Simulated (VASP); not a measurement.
Set up this calculation in VASP 6.6.1, as the native input.

```
Task                   : single point
Functional             : LDA
Potentials or basis    : VASP PAW LDA potentials, release 64 (Ti_sv, O)
Cutoff                 : 520 eV
k mesh                 : 6 × 6 × 10
Occupations            : fermi-dirac, width 0.05 eV
Spin                   : no spin polarisation
Dipole correction      : no
Further INCAR settings : ALGO = Normal; EDIFF = 1e-07; NBANDS = 33
```

The structure of TiO2 lies in POSCAR:

```
TiO2
1.0
    4.5481613845      0.0000000000      0.0000000000
    0.0000000000      4.5481613845      0.0000000000
    0.0000000000      0.0000000000      2.9171283805
Ti O
2 4
Direct
    0.0000000000      0.0000000000      0.0000000000
    0.5000000000      0.5000000000      0.5000000000
    0.3039661196      0.3039661196      0.0000000000
    0.1960338804      0.8039661196      0.5000000000
    0.6960338804      0.6960338804      0.0000000000
    0.8039661196      0.1960338804      0.5000000000
```

These files were run (other wordings do the same):

INCAR

```
PREC = Accurate
ENCUT = 520
EDIFF = 1E-7
ISMEAR = -1
SIGMA = 0.05
LREAL = F
LASPH = T
NELM = 80
ALGO = Normal
ISIF = 2
LWAVE = F
LCHARG = T
GGA = CA
LELF = T
LVHAR = T
NBANDS = 33
```

KPOINTS

```
regular mesh
0
Gamma
  6 6 10
```

Potentials or basis: VASP PAW LDA potentials, release 64 (Ti_sv, O).

The run is started by

```sh
$ cat potpaw_LDA.64/Ti_sv/POTCAR potpaw_LDA.64/O/POTCAR > POTCAR
$ mpirun -np 1 vasp_std > vasp.out
```

Results of the run:

```yaml
Pressure: 1.3 GPa
Largest_force: 0.038 eV/Å
Band_gap_on_the_k_mesh: 1.83 eV
```

Run time: 2.2 min on 1 thread of Intel Xeon 8259CL (shared host), peak memory 0.22 GiB.
